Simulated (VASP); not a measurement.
# HfN (Fm-3m) in VASP: notebook

Runs on HfN. Level: LDA. Tasks: single point.

All numbers are computed with VASP 6.6.1; they aren't measurements. Logs are shortened: lines on timing, memory, paths and dates and some standing lists are left out, and cuts for length are marked.

## (1) The cell of the first run

Symmetry: Fm-3m, No. 225, cubic system. The conventional cell has a = 4.388 Å, b = 4.388 Å, c = 4.388 Å, α = 90.00°, β = 90.00°, γ = 90.00°. Hf (site symmetry m-3m) has 6 N at 2.19 Å within 2.9 Å. Within 2.9 Å of N (site symmetry m-3m) lie 6 Hf at 2.19 Å.

## (2) Single point, LDA

The input, INCAR:

```
SYSTEM = HfN
PREC     = Accurate       ! precision mode
ENCUT    = 520            ! plane-wave cutoff, eV
EDIFF    = 1E-7           ! SCF threshold, eV
ISMEAR   = -1             ! smearing method
SIGMA    = 0.05           ! smearing width, eV
LREAL    = .False.        ! projectors in reciprocal space
LASPH    = .True.         ! aspherical terms in the spheres
NELM     = 60             ! most SCF steps
ALGO     = Normal         ! electronic algorithm
ISIF     = 2              ! what is computed and relaxed
LWAVE    = .False.        ! write WAVECAR
LCHARG   = .False.        ! write CHGCAR
GGA      = CA             ! functional
NBANDS   = 14             ! bands
```

The input, KPOINTS:

```
Automatic mesh
0
Gamma
  11 11 11
  0 0 0
```

The input, POSCAR:

```
HfN
1.0
    0.0000000000      2.1941603919      2.1941603919
    2.1941603919      0.0000000000      2.1941603919
    2.1941603919      2.1941603919      0.0000000000
Hf N
1 1
Direct
    0.0000000000      0.0000000000      0.0000000000
    0.5000000000      0.5000000000      0.5000000000
```

Potentials or basis: VASP PAW LDA potentials, release 64 (Hf_pv, N).

Run with:

```console
> cat potpaw_LDA.64/Hf_pv/POTCAR potpaw_LDA.64/N/POTCAR > POTCAR
> mpirun -np 1 vasp_std > vasp.out
```

OUTCAR:

```text
SYSTEM = HfN
   PREC = Accurate
   ENCUT = 520
   EDIFF = 1E-7
   ISMEAR = -1
   LREAL = .False.
   LASPH = .True.
   NELM = 60
   ISIF = 2
   GGA = CA

 ion  position               nearest neighbor table
   1  0.000  0.000  0.000-   2 2.19   2 2.19   2 2.19   2 2.19   2 2.19   2 2.19
   2  0.500  0.500  0.500-   1 2.19   1 2.19   1 2.19   1 2.19   1 2.19   1 2.19

  LATTYP: Found a face centered cubic cell.
 ALAT       =     4.3883207838

  Lattice vectors:

 A1 = (   0.0000000000,   2.1941603919,   2.1941603919)
 A2 = (   2.1941603919,   0.0000000000,   2.1941603919)
 A3 = (   2.1941603919,   2.1941603919,   0.0000000000)

Analysis of symmetry for initial positions (statically):
=====================================================================
 Subroutine PRICEL returns:
 Original cell was already a primitive cell.

 Routine SETGRP: Setting up the symmetry group for a
 face centered cubic supercell.

 Subroutine GETGRP returns: Found 48 space group operations
 (whereof 48 operations were pure point group operations)
 out of a pool of 48 trial point group operations.

The static configuration has the point symmetry O_h .

Analysis of symmetry for dynamics (positions and initial velocities):
=====================================================================
 Subroutine PRICEL returns:
 Original cell was already a primitive cell.

 Routine SETGRP: Setting up the symmetry group for a
 face centered cubic supercell.

 Subroutine GETGRP returns: Found 48 space group operations
 (whereof 48 operations were pure point group operations)
 out of a pool of 48 trial point group operations.

The dynamic configuration has the point symmetry O_h .

 Subroutine INISYM returns: Found 48 space group operations
 (whereof 48 operations are pure point group operations),
 and found     1 'primitive' translations

----------------------------------------------------------------------------------------

                                     Primitive cell

  volume of cell :      21.1269

  direct lattice vectors                    reciprocal lattice vectors
     0.000000000  2.194160392  2.194160392    -0.227877598  0.227877598  0.227877598
     2.194160392  0.000000000  2.194160392     0.227877598 -0.227877598  0.227877598
     2.194160392  2.194160392  0.000000000     0.227877598  0.227877598 -0.227877598

  length of vectors
     3.103011384  3.103011384  3.103011384     0.394695578  0.394695578  0.394695578

  position of ions in fractional coordinates (direct lattice)
     0.000000000  0.000000000  0.000000000
     0.500000000  0.500000000  0.500000000

  ion indices of the primitive-cell ions
   primitive index   ion index
                 1           1
                 2           2

----------------------------------------------------------------------------------------

 KPOINTS: Automatic mesh

Automatic generation of k-mesh.
 Grid dimensions read from file:
 generate k-points for:   11   11   11

 Generating k-lattice:

  Cartesian coordinates                     Fractional coordinates (reciprocal lattice)
    -0.020716145  0.020716145  0.020716145     0.090909091  0.000000000  0.000000000
     0.020716145 -0.020716145  0.020716145     0.000000000  0.090909091  0.000000000
     0.020716145  0.020716145 -0.020716145     0.000000000  0.000000000  0.090909091

  Length of vectors
     0.035881416  0.035881416  0.035881416

  Shift w.r.t. Gamma in fractional coordinates (k-lattice)
     0.000000000  0.000000000  0.000000000

 Subroutine IBZKPT returns following result:
 ===========================================

 Found     56 irreducible k-points:

 Following reciprocal coordinates:
            Coordinates               Weight
  0.000000  0.000000  0.000000      1.000000
  0.090909  0.000000  0.000000      8.000000
  0.181818  0.000000  0.000000      8.000000
  0.272727  0.000000  0.000000      8.000000
  0.363636  0.000000  0.000000      8.000000
  0.454545  0.000000  0.000000      8.000000
[... 16 lines left out ...]
 -0.272727  0.181818  0.000000     24.000000
 -0.181818  0.181818  0.000000     12.000000
 [... further k-points ...]
   k-points           NKPTS =     56   k-points in BZ     NKDIM =     56   number of bands    NBANDS=     14
   number of dos      NEDOS =    301   number of ions     NIONS =      2
   total plane-waves  NPLWV =  13824
   dimension x,y,z NGX =    24 NGY =   24 NGZ =   24
   dimension x,y,z NGXF=    48 NGYF=   48 NGZF=   48
   ions per type =               1   1
   NGX,Y,Z   is equivalent  to a cutoff of  12.86, 12.86, 12.86 a.u.
   NGXF,Y,Z  is equivalent  to a cutoff of  25.72, 25.72, 25.72 a.u.
 SYSTEM =  HfN
   PREC   = accura    normal or accurate (medium, high low for compatibility)
   ISTART =      0    job   : 0-new  1-cont  2-samecut
   ICHARG =      2    charge: 1-file 2-atom 10-const
   ISPIN  =      1    spin polarized calculation?
   LNONCOLLINEAR =      F non collinear calculations
   LSORBIT =      F    spin-orbit coupling
   LASPH  =      T    aspherical Exc in radial PAW
   ENCUT  =  520.0 eV  38.22 Ry    6.18 a.u.   5.77  5.77  5.77*2*pi/ulx,y,z
   NELM   =     60;   NELMIN=  2; NELMDL= -5     # of ELM steps
   EDIFF  = 0.1E-06   stopping-criterion for ELM
   LREAL  =      F    real-space projection
   EDIFFG = 0.1E-05   stopping-criterion for IOM
   NSW    =      0    number of steps for IOM
   IBRION =     -1    ionic relax: 0-MD 1-quasi-New 2-CG
   NFREE  =      0    steps in history (QN), initial steepest desc. (CG)
   ISIF   =      2    stress and relaxation
   ISYM   =      2    0-nonsym 1-usesym 2-fastsym
   POTIM  = 0.5000    time-step for ionic-motion
   TEBEG  =    0.0;   TEEND  =   0.0 temperature during run
   PSTRESS=    0.0 pullay stress
   NELECT =      15.0000    total number of electrons
   NUPDOWN=      -1.0000    fix difference up-down
   EMIN   =  10.00;   EMAX   =-10.00  energy-range for DOS
   EFERMI =   0.00;   METHOD = LEGACY
   ISMEAR =    -1;   SIGMA  =   0.05  broadening in eV -4-tet -1-fermi 0-gaus
   EFERMI_NEDOS =   21; number of points for ismear=-14 and -15
   IALGO  =     38    algorithm
   IMIX   =      4    mixing-type and parameters
     AMIX     =   0.40;   BMIX     =  1.00
     AMIX_MAG =   1.60;   BMIX_MAG =  1.00
  volume/ion in A,a.u.               =      10.56        71.29
  Fermi-wavevector in a.u.,A,eV,Ry     =   1.460473  2.759894 29.020976  2.132982
  Thomas-Fermi vector in A             =   2.576918
   LORBIT       =      0    0 simple, 1 ext, 2 COOP (PROOUT), +10 PAW based schemes
   GGA     = CA    functional components
   LHFCALC =     F    Hartree Fock is set to
   AEXX    =    0.0000 exact exchange contribution
   IVDW    =     0    specifies the selected vdW correction
   LEPSILON=     F    determine dielectric tensor
   LRPA    =     F    only Hartree local field effects (RPA)
 non-spin polarized calculation
  energy-cutoff  :      520.00
  volume of cell :       21.13
 maximum number of plane-waves:       578
   NGX = 11   NGY = 11   NGZ = 11

 number of electron      15.0000003 magnetization

 Free energy of the ion-electron system (eV)
  ---------------------------------------------------
  ext. energy  EPLUGINS =         0.00000000
  ---------------------------------------------------
  free energy    TOTEN  =       -23.80945415 eV

  energy without entropy =      -23.80330815  energy(sigma->0) =      -23.80638115

 E-fermi :   8.9401     XC(G=0): -13.4355

 val. band max:        8.8676611180   @ k =   0.0909   0.0000   0.0000
 cond. band min:       8.9456323680   @ k =   0.4545   0.1818   0.0000
 fundamental gap:      0.0779712500
 Fermi energy:         8.9401182564

 k-point     1 :       0.0000    0.0000    0.0000
  band No.  band energies     occupation
      1     -21.5828      2.00000
      2     -21.5828      2.00000
      3     -21.5828      2.00000
      4      -8.7339      2.00000
      5       5.9666      2.00000
      6       5.9666      2.00000
      7       5.9666      2.00000
      8       8.5610      1.99898
      9       8.5610      1.99898
     10       8.5610      1.99898
     11      11.1349      0.00000
     12      11.1349      0.00000
     13      11.8904      0.00000
     14      18.8642      0.00000

 k-point     2 :       0.0909    0.0000    0.0000
  band No.  band energies     occupation
      1     -21.7043      2.00000
      2     -21.5920      2.00000
      3     -21.5920      2.00000
      4      -8.4984      2.00000
      5       5.1480      2.00000
      6       5.4290      2.00000
      7       5.4290      2.00000
      8       8.8167      1.84386
      9       8.8677      1.61973
     10       8.8677      1.61973
     11      11.8481      0.00000
     12      11.8481      0.00000
     13      12.4444      0.00000
     14      19.5722      0.00000

 k-point     3 :       0.1818    0.0000    0.0000
  band No.  band energies     occupation
      1     -22.0152      2.00000
      2     -21.6167      2.00000
      3     -21.6167      2.00000
      4      -7.8601      2.00000
      5       3.5762      2.00000
      6       4.4146      2.00000
      7       4.4146      2.00000
      8       9.2310      0.00593
      9       9.6334      0.00000
     10       9.6334      0.00000
     11      13.4898      0.00000
     12      13.4898      0.00000
     13      13.6930      0.00000
     14      20.7649      0.00000

 k-point     4 :       0.2727    0.0000    0.0000
  band No.  band energies     occupation
      1     -22.3940      2.00000
      2     -21.6487      2.00000
      3     -21.6487      2.00000
      4      -6.9857      2.00000
      5       1.9736      2.00000
      6       3.4760      2.00000
      7       3.4760      2.00000
      8       9.8886      0.00000
      9      10.7449      0.00000
     10      10.7449      0.00000
     11      14.9044      0.00000
     12      15.4385      0.00000
     13      15.4385      0.00000
     14      20.7606      0.00000

 k-point     5 :       0.3636    0.0000    0.0000
  band No.  band energies     occupation
      1     -22.7186      2.00000
      2     -21.6778      2.00000
      3     -21.6778      2.00000
      4      -6.0898      2.00000
      5       0.6207      2.00000
      6       2.7982      2.00000
      7       2.7982      2.00000
      8      10.9505      0.00000
      9      12.0163      0.00000
     10      12.0163      0.00000
     11      15.2684      0.00000
[... 276 lines left out ...]
 k-point    22 :      -0.3636    0.1818    0.0000
  band No.  band energies     occupation
      1     -22.7194      2.00000
      2     -21.9891      2.00000
      3     -21.7273      2.00000
      4      -5.9810      2.00000
      5       0.5854      2.00000
      6       2.6979      2.00000
      7       3.1709      2.00000
      8      11.3714      0.00000
      9      12.1542      0.00000
     10      12.2665      0.00000
     11      15.5333      0.00000
     12      18.2911      0.00000
     13      18.9327      0.00000
     14      20.7226      0.00000

 k-point    23 :      -0.2727    0.1818    0.0000
  band No.  band energies     occupation
      1     -22.5580      2.00000
      2     -21.9617      2.00000
      3     -21.6720      2.00000
      4      -6.3130      2.00000
      5       0.9575      2.00000
      6       2.7712      2.00000
      7       3.5886      2.00000
      8      10.5620      0.00000
      9      11.0702      0.00000
     10      13.0108      0.00000
     11      14.0600      0.00000
     12      17.0814      0.00000
     13      18.4483      0.00000
     14      20.7475      0.00000

 k-point    24 :      -0.1818    0.1818    0.0000
  band No.  band energies     occupation
      1     -22.3509      2.00000
      2     -21.8613      2.00000
      3     -21.6265      2.00000
      4      -6.8757      2.00000
      5       1.7244      2.00000
      6       3.1234      2.00000
      7       4.0622      2.00000
      8       9.9515      0.00000
      9      10.1248      0.00000
     10      12.4828      0.00000
     11      12.8378      0.00000
     12      16.0653      0.00000
     13      17.0291      0.00000
     14      20.7597      0.00000

 [... further k-points ...]

------------------------ aborting loop because EDIFF is reached ----------------------------------------

  FORCE on cell =-STRESS in cart. coord.  units (eV):
  Direction    XX          YY          ZZ          XY          YZ          ZX
  --------------------------------------------------------------------------------------
  -------------------------------------------------------------------------------------
  Total        2.2787464      2.2787464      2.2787464      0.0000000      0.0000000      0.0000000
  in kB      172.8110318    172.8110318    172.8110318      0.0000000      0.0000000      0.0000000
  external PRESSURE =     172.8110318 kB  Pullay stress =       0.0000000 kB

 VOLUME and BASIS-vectors are now :
 -----------------------------------------------------------------------------
  energy-cutoff  :      520.00
  volume of cell :       21.13
      direct lattice vectors                 reciprocal lattice vectors
     0.000000000  2.194160392  2.194160392    -0.227877598  0.227877598  0.227877598
     2.194160392  0.000000000  2.194160392     0.227877598 -0.227877598  0.227877598
     2.194160392  2.194160392  0.000000000     0.227877598  0.227877598 -0.227877598

 POSITION                                       TOTAL-FORCE (eV/Angst)
 -----------------------------------------------------------------------------------
      0.00000      0.00000      0.00000        -0.000000     -0.000000     -0.000000
      2.19416      2.19416      2.19416         0.000000      0.000000      0.000000
 -----------------------------------------------------------------------------------
    total drift:                                0.000000     -0.000000     -0.000000

  FREE ENERGIE OF THE ION-ELECTRON SYSTEM (eV)
  ---------------------------------------------------
  free  energy   TOTEN  =       -23.8094541527 eV

  energy  without entropy=      -23.8033081476  energy(sigma->0) =      -23.80638115
```

It took 6.2 s on 1 thread of Intel Xeon 6975P-C (Granite Rapids), shared host; peak memory 0.13 GiB.

What came out:

```yaml
Free_energy: -23.8095 eV
Pressure: 17.3 GPa
```

Caveat: spin-orbit coupling is left out, which moves the levels of the heavy elements.

## (3) Single point, LDA

This run uses another cell than the first one, of 10.87 Å³/atom, 1.029 times its volume.

The input, INCAR:

```
  PREC = Accurate
  ENCUT = 520
  EDIFF = 1E-6
  ISMEAR = -1
  SIGMA = 0.05
  LREAL = False
  LASPH = True
  NELM = 100
  ALGO = Normal
  ISIF = 2
  LWAVE = False
  LCHARG = False
  GGA = CA
  NBANDS = 14
```

The input, KPOINTS:

```
regular mesh
0
Gamma
  11 11 11
```

The input, POSCAR:

```
HfN
1.0
    0.0000000000      2.2151584180      2.2151584180
    2.2151584180      0.0000000000      2.2151584180
    2.2151584180      2.2151584180      0.0000000000
Hf N
1 1
Direct
    0.0000000000      0.0000000000      0.0000000000
    0.5000000000      0.5000000000      0.5000000000
```

Potentials or basis: VASP PAW LDA potentials, release 64 (Hf_pv, N).

Run with:

```console
> cat potpaw_LDA.64/Hf_pv/POTCAR potpaw_LDA.64/N/POTCAR > POTCAR
> mpirun -np 1 vasp_std > vasp.out
```

Run time: 5.8 s. Hardware: 1 thread of Intel Xeon 6975P-C (Granite Rapids), shared host; peak memory 0.13 GiB.

It converged, with:

* Free energy: -23.8558 eV
* Pressure: 7.0 GPa

Levels at points of the mesh, in eV from the Fermi level:
```
           k point  band 5  band 6  band 7  band 8  band 9  band 10  band 11  band 12
(0.00, 0.00, 0.00)   -2.95   -2.95   -2.95   -0.36   -0.36    -0.36     2.12     2.12
```

Caveat: spin-orbit coupling is left out, which moves the levels of the heavy elements.

## (4) Single point, LDA

This run uses another cell than the first one, of 11.18 Å³/atom, 1.058 times its volume.

The input, INCAR:

```
ALGO     = Normal         # electronic algorithm
EDIFF    = 1E-6           # SCF threshold, eV
ENCUT    = 520            # plane-wave cutoff, eV
ISIF     = 2              # what is computed and relaxed
ISMEAR   = -1             # smearing method
LASPH    = T              # aspherical terms in the spheres
LCHARG   = F              # write CHGCAR
LREAL    = F              # projectors in reciprocal space
LWAVE    = F              # write WAVECAR
NBANDS   = 14             # bands
NELM     = 100            # most SCF steps
PREC     = Accurate       # precision mode
SIGMA    = 0.05           # smearing width, eV
```

The input, KPOINTS:

```
k-points
0
Gamma
  11 11 11
```

The input, POSCAR:

```
HfN
1.0
    0.0000000000      2.2357657262      2.2357657262
    2.2357657262      0.0000000000      2.2357657262
    2.2357657262      2.2357657262      0.0000000000
Hf N
1 1
Direct
    0.0000000000      0.0000000000      0.0000000000
    0.5000000000      0.5000000000      0.5000000000
```

Run with:

```console
> cat potpaw_LDA.64/Hf_pv/POTCAR potpaw_LDA.64/N/POTCAR > POTCAR
> mpirun -np 1 vasp_std > vasp.out
```

Run time: 5.7 s. Hardware: 1 thread of Intel Xeon 6975P-C (Granite Rapids), shared host; peak memory 0.13 GiB.

It converged, with:

```
Free energy : -23.8658 eV
Pressure    : -1.8 GPa
```

Levels at points of the mesh, in eV from the Fermi level:
| k point | band 4 | band 5 | band 6 | band 7 | band 8 | band 9 | band 10 | band 11 | band 12 | band 13 |
| --- | --- | --- | --- | --- | --- | --- | --- | --- | --- | --- |
| (0.00, 0.00, 0.00) | -17.35 | -2.92 | -2.92 | -2.92 | -0.35 | -0.35 | -0.35 | 2.05 | 2.05 | 2.36 |

Caveat: spin-orbit coupling is left out, which moves the levels of the heavy elements.

## (5) Single point, LDA

This run uses another cell than the first one, of 11.48 Å³/atom, 1.087 times its volume.

The input, INCAR:

```
SYSTEM = HfN
PREC     = Accurate       ! precision mode
ENCUT    = 520            ! plane-wave cutoff, eV
EDIFF    = 1E-6           ! SCF threshold, eV
ISMEAR   = -1             ! smearing method
SIGMA    = 0.05           ! smearing width, eV
LREAL    = .FALSE.        ! projectors in reciprocal space
LASPH    = .TRUE.         ! aspherical terms in the spheres
NELM     = 60             ! most SCF steps
ALGO     = Normal         ! electronic algorithm
ISIF     = 2              ! what is computed and relaxed
LWAVE    = .FALSE.        ! write WAVECAR
LCHARG   = .FALSE.        ! write CHGCAR
NBANDS   = 14             ! bands
```

The input, KPOINTS:

```
Automatic mesh
0
G
  11 11 11
  0 0 0
```

The input, POSCAR:

```
HfN
1.0
    0.0000000000      2.2560000000      2.2560000000
    2.2560000000      0.0000000000      2.2560000000
    2.2560000000      2.2560000000      0.0000000000
Hf N
1 1
Direct
    0.0000000000      0.0000000000      0.0000000000
    0.5000000000      0.5000000000      0.5000000000
```

Run with:

```console
> cat potpaw_LDA.64/Hf_pv/POTCAR potpaw_LDA.64/N/POTCAR > POTCAR
> mpirun -np 1 vasp_std > vasp.out
```

Wall time 5.6 s (1 thread of Intel Xeon 6975P-C (Granite Rapids), shared host); peak memory 0.13 GiB.

Results (log left out):

| Quantity | Value |
| --- | --- |
| Free energy | -23.8441 eV |
| Pressure | -9.5 GPa |

Levels at points of the mesh, in eV from the Fermi level:
```tsv
k point	band 6	band 7	band 8	band 9	band 10	band 11
(0.00, 0.00, 0.00)	-2.89	-2.89	-0.33	-0.33	-0.33	1.98
```

Caveat: spin-orbit coupling is left out, which moves the levels of the heavy elements.

## (6) Overview

```csv
cell,gap on the mesh (eV),pressure (GPa)
"a = 3.103 Å, angles 60.0°, 2 atoms",none,17.3
"a = 3.133 Å, angles 60.0°, 2 atoms",none,7.0
"a = 3.162 Å, angles 60.0°, 2 atoms",none,-1.8
"a = 3.190 Å, angles 60.0°, 2 atoms",none,-9.5
```

Alike in all rows: task single point; level LDA; potentials or basis VASP PAW LDA potentials, release 64 (Hf_pv, N); no spin polarisation; k mesh 11 × 11 × 11; cutoff (eV) 520; smearing fermi-dirac 0.05 eV.

Caveats: spin-orbit coupling is left out, which moves the levels of the heavy elements.

Total energies depend on the potentials used, so only differences within one code and one set of settings carry meaning.
